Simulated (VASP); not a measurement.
# ZnO2 in VASP: notebook

Runs on ZnO2. Level: PBE+D3(BJ). Tasks: single point.

Everything below comes from runs of VASP 6.6.1. Logs are shortened: lines on timing, memory, paths and dates and some standing lists are left out, and cuts for length are marked.

## 1. The cell of the first run

The cell holds a sheet with vacuum, 6 atoms: a = 2.882 Å, b = 2.882 Å, c = 21.000 Å, α = 90.00°, β = 90.00°, γ = 120.00°.

## 2. Single point, PBE+D3(BJ), collinear spin, ferromagnetic start

INCAR reads:

```
SYSTEM = ZnO2
PREC = Accurate
ENCUT = 520
EDIFF = 1E-6
ISMEAR = 0
SIGMA = 0.1
LREAL = .False.
LASPH = .True.
NELM = 150
ALGO = Normal
ISIF = 2
LWAVE = .False.
LCHARG = .False.
ISPIN = 2
MAGMOM = 0 0 1 1 1 1
LORBIT = 11
LDIPOL = .True.
IDIPOL = 3
DIPOL = 0.5 0.5 0.500
GGA = PE
IVDW = 12
NBANDS = 37
```

KPOINTS reads:

```
regular mesh
0
Gamma
  6 6 1
  0 0 0
```

POSCAR reads:

```
ZnO2
1.0
    2.8819234100      0.0000000000      0.0000000000
   -1.4409617000      2.4958191400      0.0000000000
    0.0000000000      0.0000000000     21.0000000000
Zn O
2 4
Direct
    0.6666666700      0.3333333300      0.3861667800
    0.0000000000      0.0000000000      0.6138332200
    0.0000000000      0.0000000000      0.4378571400
    0.3333333300      0.6666666700      0.3379854400
    0.3333333300      0.6666666700      0.5621428600
    0.6666666700      0.3333333300      0.6620145600
```

Potentials or basis: VASP PAW PBE potentials, release 64 (Zn, O).

Command:

```sh
> cat potpaw_PBE.64/Zn/POTCAR potpaw_PBE.64/O/POTCAR > POTCAR
> mpirun -np 1 vasp_std > vasp.out
```

OUTCAR:

```text
SYSTEM = ZnO2
   PREC = Accurate
   ENCUT = 520
   EDIFF = 1E-6
   ISMEAR = 0
   LREAL = .False.
   LASPH = .True.
   NELM = 150
   ISIF = 2
   ISPIN = 2
   LORBIT = 11
   GGA = PE
   IVDW = 12
 IVDW          = 12

 ion  position               nearest neighbor table
   1  0.667  0.333  0.386-   4 1.95   4 1.95   4 1.95   3 1.99   3 1.99   3 1.99
   2  0.000  0.000  0.614-   6 1.95   6 1.95   6 1.95   5 1.99   5 1.99   5 1.99
   3  0.000  0.000  0.438-   1 1.99   1 1.99   1 1.99
   4  0.333  0.667  0.338-   1 1.95   1 1.95   1 1.95
   5  0.333  0.667  0.562-   2 1.99   2 1.99   2 1.99
   6  0.667  0.333  0.662-   2 1.95   2 1.95   2 1.95

  LATTYP: Found a hexagonal cell.
 ALAT       =     2.8819234100
 C/A-ratio  =     7.2868001721

  Lattice vectors:

 A1 = (   2.8819234100,   0.0000000000,   0.0000000000)
 A2 = (  -1.4409617000,   2.4958191400,   0.0000000000)
 A3 = (   0.0000000000,   0.0000000000,  21.0000000000)

Analysis of symmetry for initial positions (statically):
=====================================================================
 Subroutine PRICEL returns:
 Original cell was already a primitive cell.

 Routine SETGRP: Setting up the symmetry group for a
 hexagonal supercell.

 Subroutine GETGRP returns: Found  6 space group operations
 (whereof  6 operations were pure point group operations)
 out of a pool of 24 trial point group operations.

The static configuration has the point symmetry C_3v.

Analysis of symmetry for dynamics (positions and initial velocities):
=====================================================================
 Subroutine PRICEL returns:
 Original cell was already a primitive cell.

 Routine SETGRP: Setting up the symmetry group for a
 hexagonal supercell.

 Subroutine GETGRP returns: Found  6 space group operations
 (whereof  6 operations were pure point group operations)
 out of a pool of 24 trial point group operations.

The dynamic configuration has the point symmetry C_3v.

Analysis of structural, dynamic, and magnetic symmetry:
=====================================================================
 Subroutine PRICEL returns:
 Original cell was already a primitive cell.

 Routine SETGRP: Setting up the symmetry group for a
 hexagonal supercell.

 Subroutine GETGRP returns: Found  6 space group operations
 (whereof  6 operations were pure point group operations)
 out of a pool of 24 trial point group operations.

The overall configuration has the point symmetry C_3v.

 Subroutine INISYM returns: Found  6 space group operations
 (whereof  6 operations are pure point group operations),
 and found     1 'primitive' translations

----------------------------------------------------------------------------------------

                                     Primitive cell

  volume of cell :     151.0480

  direct lattice vectors                    reciprocal lattice vectors
     2.881923410  0.000000000  0.000000000     0.346990484  0.200335028  0.000000000
    -1.440961700  2.495819140  0.000000000     0.000000000  0.400670058  0.000000000
     0.000000000  0.000000000 21.000000000     0.000000000  0.000000000  0.047619048

  length of vectors
     2.881923410  2.881923628 21.000000000     0.400670089  0.400670058  0.047619048

  position of ions in fractional coordinates (direct lattice)
     0.666666670  0.333333330  0.386166780
     0.000000000  0.000000000  0.613833220
     0.000000000  0.000000000  0.437857140
     0.333333330  0.666666670  0.337985440
     0.333333330  0.666666670  0.562142860
     0.666666670  0.333333330  0.662014560

  ion indices of the primitive-cell ions
   primitive index   ion index
                 1           1
                 2           2
                 3           3
                 4           4
                 5           5
                 6           6

----------------------------------------------------------------------------------------

 KPOINTS: regular mesh

Automatic generation of k-mesh.
[... 32 lines left out ...]
   total plane-waves  NPLWV =  92160
   dimension x,y,z NGX =    24 NGY =   24 NGZ =  160
   dimension x,y,z NGXF=    48 NGYF=   48 NGZF=  320
   ions per type =               2   4
   NGX,Y,Z   is equivalent  to a cutoff of  13.84, 13.84, 12.67 a.u.
   NGXF,Y,Z  is equivalent  to a cutoff of  27.69, 27.69, 25.33 a.u.
 SYSTEM =  ZnO2
   PREC   = accura    normal or accurate (medium, high low for compatibility)
   ISTART =      0    job   : 0-new  1-cont  2-samecut
   ICHARG =      2    charge: 1-file 2-atom 10-const
   ISPIN  =      2    spin polarized calculation?
   LNONCOLLINEAR =      F non collinear calculations
   LSORBIT =      F    spin-orbit coupling
   LASPH  =      T    aspherical Exc in radial PAW
   ENCUT  =  520.0 eV  38.22 Ry    6.18 a.u.   5.36  5.36 39.05*2*pi/ulx,y,z
   NELM   =    150;   NELMIN=  2; NELMDL= -5     # of ELM steps
   EDIFF  = 0.1E-05   stopping-criterion for ELM
   LREAL  =      F    real-space projection
   EDIFFG = 0.1E-04   stopping-criterion for IOM
   NSW    =      0    number of steps for IOM
   IBRION =     -1    ionic relax: 0-MD 1-quasi-New 2-CG
   NFREE  =      0    steps in history (QN), initial steepest desc. (CG)
   ISIF   =      2    stress and relaxation
   ISYM   =      2    0-nonsym 1-usesym 2-fastsym
   POTIM  = 0.5000    time-step for ionic-motion
   TEBEG  =    0.0;   TEEND  =   0.0 temperature during run
   PSTRESS=    0.0 pullay stress
   NELECT =      48.0000    total number of electrons
   NUPDOWN=      -1.0000    fix difference up-down
   EMIN   =  10.00;   EMAX   =-10.00  energy-range for DOS
   EFERMI =   0.00;   METHOD = LEGACY
   ISMEAR =     0;   SIGMA  =   0.10  broadening in eV -4-tet -1-fermi 0-gaus
   EFERMI_NEDOS =   21; number of points for ismear=-14 and -15
   IALGO  =     38    algorithm
   IMIX   =      4    mixing-type and parameters
     AMIX     =   0.40;   BMIX     =  1.00
     AMIX_MAG =   1.60;   BMIX_MAG =  1.00
  volume/ion in A,a.u.               =      25.17       169.89
  Fermi-wavevector in a.u.,A,eV,Ry     =   1.117164  2.111134 16.980827  1.248056
  Thomas-Fermi vector in A             =   2.253784
   LORBIT       =     11    0 simple, 1 ext, 2 COOP (PROOUT), +10 PAW based schemes
   GGA     = PE    functional components
   LHFCALC =     F    Hartree Fock is set to
   AEXX    =    0.0000 exact exchange contribution
   IVDW    =    12    specifies the selected vdW correction
   LEPSILON=     F    determine dielectric tensor
   LRPA    =     F    only Hartree local field effects (RPA)
 spin polarized calculation
 Gauss-broadening in eV      SIGMA  =   0.10
  energy-cutoff  :      520.00
  volume of cell :      151.05
 maximum number of plane-waves:      4147
 NGX is ok and might be reduce to    24
   NGX = 11   NGY = 11   NGZ = 79

 dipolmoment           0.000000      0.000000     -0.000843 electrons x Angstroem

 number of electron      48.0000000 magnetization       4.0000100

 dipolmoment           0.000000      0.000000      0.000300 electrons x Angstroem

 Free energy of the ion-electron system (eV)
  ---------------------------------------------------
  ext. energy  EPLUGINS =         0.00000000
  ---------------------------------------------------
  free energy    TOTEN  =       -22.95633955 eV

  energy without entropy =      -22.94717733  energy(sigma->0) =      -22.95175844

 E-fermi :  -4.3034     XC(G=0):  -5.1110

 val. band max:       -4.3344910046   @ k =   0.0000   0.0000   0.0000
 cond. band min:      -4.2683055929   @ k =   0.1667   0.0000   0.0000
 fundamental gap:      0.0661854117
 Fermi energy:        -4.3033879124

 spin component 1

 k-point     1 :       0.0000    0.0000    0.0000
  band No.  band energies     occupation
      1     -23.6901      1.00000
      2     -23.6204      1.00000
      3     -22.0886      1.00000
      4     -21.9765      1.00000
      5     -11.3496      1.00000
      6     -11.3496      1.00000
[... 262 lines left out ...]
     35       9.8411      0.00000
     36      10.1035      0.00000
 Fermi energy:        -4.3033879124

 spin component 2

 k-point     1 :       0.0000    0.0000    0.0000
  band No.  band energies     occupation
      1     -22.5080      1.00000
      2     -22.4405      1.00000
      3     -20.7016      1.00000
      4     -20.5693      1.00000
      5     -10.8352      1.00000
      6     -10.8232      1.00000
[... 262 lines left out ...]
     35      10.0995      0.00000
     36      10.3191      0.00000
 [bands above 36 left out]

------------------------ aborting loop because EDIFF is reached ----------------------------------------

 vacuum level on the upper side and lower side of the slab       (xc-potential included)         0.001        -0.007

 Edisp (eV)   -0.78866

 E8    (eV) :    -0.2810

  FORCE on cell =-STRESS in cart. coord.  units (eV):
  Direction    XX          YY          ZZ          XY          YZ          ZX
  --------------------------------------------------------------------------------------
  -------------------------------------------------------------------------------------
  Total       7.59609     7.59609     0.11567     0.00000    -0.00000    -0.00000
  in kB      80.57228    80.57229     1.22691     0.00000    -0.00000    -0.00000
  external pressure =       54.12 kB  Pullay stress =        0.00 kB

 VOLUME and BASIS-vectors are now :
 -----------------------------------------------------------------------------
  energy-cutoff  :      520.00
  volume of cell :      151.05
      direct lattice vectors                 reciprocal lattice vectors
     2.881923410  0.000000000  0.000000000     0.346990484  0.200335028  0.000000000
    -1.440961700  2.495819140  0.000000000     0.000000000  0.400670058  0.000000000
     0.000000000  0.000000000 21.000000000     0.000000000  0.000000000  0.047619048

 POSITION                                       TOTAL-FORCE (eV/Angst)
 -----------------------------------------------------------------------------------
      1.44096      0.83194      8.10950         0.000000     -0.000000      0.519507
      0.00000      0.00000     12.89050         0.000000     -0.000000     -0.512805
      0.00000      0.00000      9.19500        -0.000000     -0.000000     -0.016047
     -0.00000      1.66388      7.09769        -0.000000      0.000000     -0.389825
     -0.00000      1.66388     11.80500         0.000000      0.000000      0.011225
      1.44096      0.83194     13.90231        -0.000000     -0.000000      0.387945
 -----------------------------------------------------------------------------------
    total drift:                                0.000014     -0.000008      0.000148

  FREE ENERGIE OF THE ION-ELECTRON SYSTEM (eV)
  ---------------------------------------------------
  free  energy   TOTEN  =       -23.7450045045 eV

  energy  without entropy=      -23.7358422851  energy(sigma->0) =      -23.74042339

 vacuum level on the upper side and lower side of the slab         3.625         3.614

 total charge

# of ion       s       p       d       tot
------------------------------------------
    1        0.512   0.652   9.805  10.968
    2        0.512   0.652   9.805  10.968
    3        1.600   3.254   0.000   4.854
    4        1.596   3.292   0.000   4.888
    5        1.601   3.254   0.000   4.854
    6        1.596   3.292   0.000   4.888
--------------------------------------------------
tot          7.416  14.395  19.609  41.421

 magnetization (x)

# of ion       s       p       d       tot
------------------------------------------
    1       -0.032  -0.037   0.300   0.231
    2       -0.032  -0.037   0.300   0.231
    3        0.009   0.781   0.000   0.789
    4        0.008   0.709   0.000   0.716
    5        0.009   0.782   0.000   0.790
    6        0.008   0.708   0.000   0.716
--------------------------------------------------
tot         -0.032   2.905   0.599   3.473
```

It took 4.4 min on 1 thread of Intel Xeon Platinum 8488C (Sapphire Rapids), shared host; peak memory 0.36 GiB.

Results:

```
Free energy                                           : -23.7450 eV
Largest force                                         : 0.520 eV/Å
Band gap on the k mesh                                : 0.07 eV, indirect (least direct gap 0.08 eV)
Net moment                                            : 4.00 μB per cell
Site moments                                          : Zn +0.23; O +0.79, +0.72 μB
Valence electrons inside the program's atomic spheres : Zn 10.97; O 4.85, 4.89
Dispersion energy per atom                            : -0.131 eV
```

Forces on the atoms (eV/Å):
```
Zn   0.000  0.000  0.520
Zn   0.000  0.000 -0.513
O    0.000  0.000 -0.016
O    0.000  0.000 -0.390
O    0.000  0.000  0.011
O    0.000  0.000  0.388
```

(Part 1 of 2 ends here.)
